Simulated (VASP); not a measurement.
# MgO (R-3m) in VASP: single point with HSE06

Aim: the single point of MgO with HSE06.

Everything below comes from runs of VASP 6.6.1. Logs are shortened: lines on timing, memory, paths and dates and some standing lists are left out, and cuts for length are marked.

### Step 1. The cell of the first run

It takes space group R-3m (No. 166, trigonal). Conventional cell: a = 2.963 Å, b = 2.963 Å, c = 7.290 Å, α = 90.00°, β = 90.00°, γ = 120.00°. Mg (site symmetry -3m) has 6 O at 2.10 Å within 2.8 Å. Within 2.8 Å of O (site symmetry -3m) lie 6 Mg at 2.10 Å.

### Step 2. Single point, HSE06 (epitaxial 111 strain -0.3%)

POSCAR

```
MgO
1.0
    0.0062156338      2.1014458981      2.1014458981
    2.1014458981      0.0062156338      2.1014458981
    2.1014458981      2.1014458981      0.0062156338
Mg O
1 1
Direct
    0.0000000000      0.0000000000      0.0000000000
    0.5000000000      0.5000000000      0.5000000000
```

INCAR.step1

```
PREC = Accurate ; ENCUT = 520
EDIFF = 1E-5 ; ISMEAR = 0
SIGMA = 0.01 ; LREAL = False
LASPH = True ; NELM = 60
ALGO = Normal ; ISIF = 2
LWAVE = True ; LCHARG = False
NBANDS = 11 ; GGA = PE
```

INCAR.step2

```
PREC = Accurate ; ENCUT = 520
EDIFF = 1E-6 ; ISMEAR = 0
SIGMA = 0.01 ; LREAL = False
LASPH = True ; NELM = 60
ALGO = Normal ; ISIF = 2
LWAVE = False ; LCHARG = False
GGA = PE ; LHFCALC = True
HFSCREEN = 0.2079 ; PRECFOCK = Normal
NBANDS = 11 ; ISTART = 1
```

KPOINTS

```
regular mesh
0
Gamma
  8 8 8
```

Potentials or basis: VASP PAW PBE potentials, release 64 (Mg, O).

Command:

```
cat potpaw_PBE.64/Mg/POTCAR potpaw_PBE.64/O/POTCAR > POTCAR
cp INCAR.step1 INCAR
mpirun -np 1 vasp_std > vasp.out
cp INCAR.step2 INCAR
mpirun -np 1 vasp_std > vasp.out
```

OUTCAR:

```text
PREC = Accurate
   ENCUT = 520
   EDIFF = 1E-6
   ISMEAR = 0
   LREAL = False
   LASPH = True
   NELM = 60
   ISIF = 2
   GGA = PE
   LHFCALC = True
   HFSCREEN = 0.2079
   PRECFOCK = Normal
   ISTART = 1

 ion  position               nearest neighbor table
   1  0.000  0.000  0.000-   2 2.10   2 2.10   2 2.10   2 2.10   2 2.10   2 2.10
   2  0.500  0.500  0.500-   1 2.10   1 2.10   1 2.10   1 2.10   1 2.10   1 2.10

  LATTYP: Found a trigonal (rhomboedric) cell.
 ALAT       =     2.9718997896
 COS(alpha) =     0.5029555891

  Lattice vectors:

 A1 = (   0.0062156338,   2.1014458981,   2.1014458981)
 A2 = (   2.1014458981,   0.0062156338,   2.1014458981)
 A3 = (   2.1014458981,   2.1014458981,   0.0062156338)

Analysis of symmetry for initial positions (statically):
=====================================================================
 Subroutine PRICEL returns:
 Original cell was already a primitive cell.

 Routine SETGRP: Setting up the symmetry group for a
 trigonal (rhombohedral) supercell.

 Subroutine GETGRP returns: Found 12 space group operations
 (whereof 12 operations were pure point group operations)
 out of a pool of 12 trial point group operations.

The static configuration has the point symmetry D_3d.

Analysis of symmetry for dynamics (positions and initial velocities):
=====================================================================
 Subroutine PRICEL returns:
 Original cell was already a primitive cell.

 Routine SETGRP: Setting up the symmetry group for a
 trigonal (rhombohedral) supercell.

 Subroutine GETGRP returns: Found 12 space group operations
 (whereof 12 operations were pure point group operations)
 out of a pool of 12 trial point group operations.

The dynamic configuration has the point symmetry D_3d.

 Subroutine INISYM returns: Found 12 space group operations
 (whereof 12 operations are pure point group operations),
 and found     1 'primitive' translations

----------------------------------------------------------------------------------------

                                     Primitive cell

  volume of cell :      18.4779

  direct lattice vectors                    reciprocal lattice vectors
     0.006215634  2.101445898  2.101445898    -0.238989654  0.238284857  0.238284857
     2.101445898  0.006215634  2.101445898     0.238284857 -0.238989654  0.238284857
     2.101445898  2.101445898  0.006215634     0.238284857  0.238284857 -0.238989654

  length of vectors
     2.971899790  2.971899790  2.971899790     0.413128795  0.413128795  0.413128795

  position of ions in fractional coordinates (direct lattice)
     0.000000000  0.000000000  0.000000000
     0.500000000  0.500000000  0.500000000

  ion indices of the primitive-cell ions
   primitive index   ion index
                 1           1
                 2           2

----------------------------------------------------------------------------------------

 KPOINTS: regular mesh

Automatic generation of k-mesh.
 Grid dimensions read from file:
 generate k-points for:    8    8    8

 Generating k-lattice:

  Cartesian coordinates                     Fractional coordinates (reciprocal lattice)
    -0.029873707  0.029785607  0.029785607     0.125000000  0.000000000  0.000000000
     0.029785607 -0.029873707  0.029785607     0.000000000  0.125000000  0.000000000
     0.029785607  0.029785607 -0.029873707     0.000000000  0.000000000  0.125000000

  Length of vectors
     0.051641099  0.051641099  0.051641099

  Shift w.r.t. Gamma in fractional coordinates (k-lattice)
     0.000000000  0.000000000  0.000000000

 Subroutine IBZKPT returns following result:
 ===========================================

 Found     65 irreducible k-points:

 Following reciprocal coordinates:
            Coordinates               Weight
  0.000000  0.000000  0.000000      1.000000
  0.125000  0.000000  0.000000      6.000000
  0.250000  0.000000  0.000000      6.000000
  0.375000  0.000000  0.000000      6.000000
  0.500000  0.000000  0.000000      3.000000
  0.125000  0.125000  0.000000      6.000000
[... 16 lines left out ...]
  0.250000  0.125000  0.125000      6.000000
  0.375000  0.125000  0.125000      6.000000
 [... further k-points ...]
   k-points           NKPTS =     65   k-points in BZ     NKDIM =    512   number of bands    NBANDS=     11
   number of dos      NEDOS =    301   number of ions     NIONS =      2
   total plane-waves  NPLWV =  13824
   dimension x,y,z NGX =    24 NGY =   24 NGZ =   24
   dimension x,y,z NGXF=    48 NGYF=   48 NGZF=   48
   ions per type =               1   1
   NGX,Y,Z   is equivalent  to a cutoff of  13.43, 13.43, 13.43 a.u.
   NGXF,Y,Z  is equivalent  to a cutoff of  26.85, 26.85, 26.85 a.u.
 SYSTEM =  unknown system
   PREC   = accura    normal or accurate (medium, high low for compatibility)
   ISTART =      1    job   : 0-new  1-cont  2-samecut
   ICHARG =      0    charge: 1-file 2-atom 10-const
   ISPIN  =      1    spin polarized calculation?
   LNONCOLLINEAR =      F non collinear calculations
   LSORBIT =      F    spin-orbit coupling
   LASPH  =      T    aspherical Exc in radial PAW
   ENCUT  =  520.0 eV  38.22 Ry    6.18 a.u.   5.53  5.53  5.53*2*pi/ulx,y,z
   NELM   =     60;   NELMIN=  2; NELMDL=  0     # of ELM steps
   EDIFF  = 0.1E-05   stopping-criterion for ELM
   LREAL  =      F    real-space projection
   EDIFFG = 0.1E-04   stopping-criterion for IOM
   NSW    =      0    number of steps for IOM
   IBRION =     -1    ionic relax: 0-MD 1-quasi-New 2-CG
   NFREE  =      0    steps in history (QN), initial steepest desc. (CG)
   ISIF   =      2    stress and relaxation
   ISYM   =      3    0-nonsym 1-usesym 2-fastsym
   POTIM  = 0.5000    time-step for ionic-motion
   TEBEG  =    0.0;   TEEND  =   0.0 temperature during run
   PSTRESS=    0.0 pullay stress
   NELECT =       8.0000    total number of electrons
   NUPDOWN=      -1.0000    fix difference up-down
   EMIN   =  10.00;   EMAX   =-10.00  energy-range for DOS
   EFERMI =   0.00;   METHOD = LEGACY
   ISMEAR =     0;   SIGMA  =   0.01  broadening in eV -4-tet -1-fermi 0-gaus
   EFERMI_NEDOS =   21; number of points for ismear=-14 and -15
   IALGO  =     38    algorithm
   IMIX   =      1    mixing-type and parameters
     AMIX     =   0.40;   BMIX     =  1.00
     AMIX_MAG =   1.60;   BMIX_MAG =  1.00
  volume/ion in A,a.u.               =       9.24        62.35
  Fermi-wavevector in a.u.,A,eV,Ry     =   1.238474  2.340377 20.868867  1.533818
  Thomas-Fermi vector in A             =   2.372998
   LORBIT       =      0    0 simple, 1 ext, 2 COOP (PROOUT), +10 PAW based schemes
   GGA     = PE    functional components
   LHFCALC =     T    Hartree Fock is set to
   PRECFOCK=normal    Normal, Fast or Accurate (Low or Medium for compatibility)
   ENCUT4O =  -1.0   cutoff for four orbital integrals eV
   NKREDX  =     1    reduce k-point grid by
   NKREDY  =     1    reduce k-point grid by
   NKREDZ  =     1    reduce k-point grid by
   AEXX    =    0.2500 exact exchange contribution
   HFSCREEN=    0.2079 screening length (either q_TF or 0.3 A-1)
   HFSCREENC=   0.2079 screening length for correlation (either q_TF or 0.3 A-1)
   ENCUTFOCK=  -1.0 apply spherical cutoff to Coloumb kernel
   IVDW    =     0    specifies the selected vdW correction
   LEPSILON=     F    determine dielectric tensor
   LRPA    =     F    only Hartree local field effects (RPA)
 non-spin polarized calculation
 Gauss-broadening in eV      SIGMA  =   0.01
  energy-cutoff  :      520.00
  volume of cell :       18.48
 maximum number of plane-waves:       531
 NGX is ok and might be reduce to    24
  NGX = 18; NGY = 18; NGZ = 18

 number of electron       8.0000004 magnetization

 Free energy of the ion-electron system (eV)
  ---------------------------------------------------
  ext. energy  EPLUGINS =         0.00000000
  ---------------------------------------------------
  free energy    TOTEN  =       -14.20999590 eV

  energy without entropy =      -14.20999590  energy(sigma->0) =      -14.20999590

 E-fermi :   2.0807     XC(G=0):  -9.1379

 val. band max:        2.0306973211   @ k =   0.0000   0.0000   0.0000
 cond. band min:       8.5739992133   @ k =   0.0000   0.0000   0.0000
 fundamental gap:      6.5433018921
 Fermi energy:         2.0806894756

 k-point     1 :       0.0000    0.0000    0.0000
  band No.  band energies     occupation
      1     -16.8619      2.00000
      2       1.9974      2.00000
      3       2.0307      2.00000
      4       2.0307      2.00000
      5       8.5740      0.00000
      6      19.7501      0.00000
      7      19.8833      0.00000
      8      19.8833      0.00000
      9      23.7968      0.00000
     10      25.7431      0.00000
     11      25.7431      0.00000

 k-point     2 :       0.1250    0.0000    0.0000
  band No.  band energies     occupation
      1     -16.6863      2.00000
      2       1.0449      2.00000
      3       1.8869      2.00000
      4       1.9153      2.00000
      5       9.5048      0.00000
      6      18.1471      0.00000
      7      20.1559      0.00000
      8      20.2677      0.00000
      9      24.7698      0.00000
     10      24.8068      0.00000
     11      26.1082      0.00000

 k-point     3 :       0.2500    0.0000    0.0000
  band No.  band energies     occupation
      1     -16.2305      2.00000
      2      -0.8010      2.00000
      3       1.6232      2.00000
      4       1.6493      2.00000
      5      11.0186      0.00000
      6      16.6595      0.00000
      7      20.7221      0.00000
      8      20.8038      0.00000
      9      24.3626      0.00000
     10      24.4555      0.00000
     11      26.3978      0.00000
[... 267 lines left out ...]
 k-point    23 :       0.2500    0.1250    0.1250
  band No.  band energies     occupation
      1     -16.4220      2.00000
      2       0.0516      2.00000
      3       1.4440      2.00000
      4       1.8263      2.00000
      5      10.6481      0.00000
      6      16.8746      0.00000
      7      20.3614      0.00000
      8      20.9636      0.00000
      9      23.1639      0.00000
     10      25.1127      0.00000
     11      27.9415      0.00000

 k-point    24 :       0.3750    0.1250    0.1250
  band No.  band energies     occupation
      1     -15.9484      2.00000
      2      -1.3707      2.00000
      3       0.9260      2.00000
      4       1.5657      2.00000
      5      12.0310      0.00000
      6      16.1671      0.00000
      7      19.7801      0.00000
      8      21.4159      0.00000
      9      23.3565      0.00000
     10      25.6535      0.00000
     11      28.0206      0.00000

 [... further k-points ...]
[... 5 lines left out ...]
  --------------------------------------------------------------------------------------
  -------------------------------------------------------------------------------------
  Total        0.0324436      0.0324436      0.0324436     -0.0538815     -0.0538815     -0.0538815
  in kB        2.8131095      2.8131095      2.8131095     -4.6719323     -4.6719323     -4.6719323
  external PRESSURE =       2.8131095 kB  Pullay stress =       0.0000000 kB

 VOLUME and BASIS-vectors are now :
 -----------------------------------------------------------------------------
  energy-cutoff  :      520.00
  volume of cell :       18.48
      direct lattice vectors                 reciprocal lattice vectors
     0.006215634  2.101445898  2.101445898    -0.238989654  0.238284857  0.238284857
     2.101445898  0.006215634  2.101445898     0.238284857 -0.238989654  0.238284857
     2.101445898  2.101445898  0.006215634     0.238284857  0.238284857 -0.238989654

 POSITION                                       TOTAL-FORCE (eV/Angst)
 -----------------------------------------------------------------------------------
      0.00000      0.00000      0.00000        -0.000000      0.000000      0.000000
      2.10455      2.10455      2.10455         0.000000     -0.000000     -0.000000
 -----------------------------------------------------------------------------------
    total drift:                                0.000077     -0.000097      0.000080

  FREE ENERGIE OF THE ION-ELECTRON SYSTEM (eV)
  ---------------------------------------------------
  free  energy   TOTEN  =       -14.2099959030 eV

  energy  without entropy=      -14.2099959030  energy(sigma->0) =      -14.20999590
```

Wall time 1.6 h (1 thread of Oxide Virtual Turin-like, shared host); peak memory 0.24 GiB.

Results:

* Free energy: -14.2100 eV
* Pressure: 0.3 GPa
* Band gap on the k mesh: 6.54 eV

Caveat: the cell differs from its parent crystal (epitaxial 111 strain -0.3%); the PAW data sets were made with another functional, which shifts forces and pressure a little.
